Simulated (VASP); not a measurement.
Set up this calculation in VASP 6.6.1, as the native input.

```yaml
Task: single point
Functional: PBE
Potentials_or_basis: VASP PAW PBE potentials, release 64 (Eu, Be)
Cutoff: 520 eV
k_mesh: 6 × 6 × 6
Occupations: gaussian, width 0.1 eV
Spin: collinear spin, ferromagnetic start
Starting_moments: "[7.0, 0.0, 0.0, 0.0] μB"
Dipole_correction: no
Further_INCAR_settings: ALGO = Fast; EDIFF = 1e-07; NBANDS = 24
```

The structure of EuBe3 lies in POSCAR:

```
EuBe3
1.0
    3.7137152000      0.0000000000      0.0000000000
    0.0000000000      3.7137152000      0.0000000000
    0.0000000000      0.0000000000      3.7137152000
Eu Be
1 3
Direct
    0.0000000000      0.0000000000      0.0000000000
    0.5000000000      0.0000000000      0.5000000000
    0.0000000000      0.5000000000      0.5000000000
    0.5000000000      0.5000000000      0.0000000000
```

The cell was generated, and may not be a known phase.

One way to write it, as run:

INCAR

```
SYSTEM = EuBe3
PREC = Accurate ; ENCUT = 520
EDIFF = 1E-7 ; ISMEAR = 0
SIGMA = 0.1 ; LREAL = .False.
LASPH = .True. ; NELM = 150
ALGO = Fast ; ISIF = 2
LWAVE = .False. ; LCHARG = .False.
ISPIN = 2 ; MAGMOM = 7 0 0 0
LORBIT = 11 ; LMAXMIX = 6
GGA = PE ; NBANDS = 24
```

KPOINTS

```
regular mesh
0
Gamma
  6 6 6
  0 0 0
```

Potentials or basis: VASP PAW PBE potentials, release 64 (Eu, Be).

Launch:

```console
$ cat potpaw_PBE.64/Eu/POTCAR potpaw_PBE.64/Be/POTCAR > POTCAR
$ mpirun -np 1 vasp_std > vasp.out
```

Results of the run:

```
Pressure                                              : 20.1 GPa
Net moment                                            : 7.25 μB per cell
Site moments                                          : Eu +6.43; Be +0.07 μB
Valence electrons inside the program's atomic spheres : Eu 15.05; Be 0.98
```

Caveat: the cell stands under pressure.

It took 5.8 min on 1 thread of Intel(R) Xeon(R) Platinum 8175M CPU @ 2.50GHz (Skylake/Cascade Lake), with other jobs on the host, peak memory 0.2 GiB.
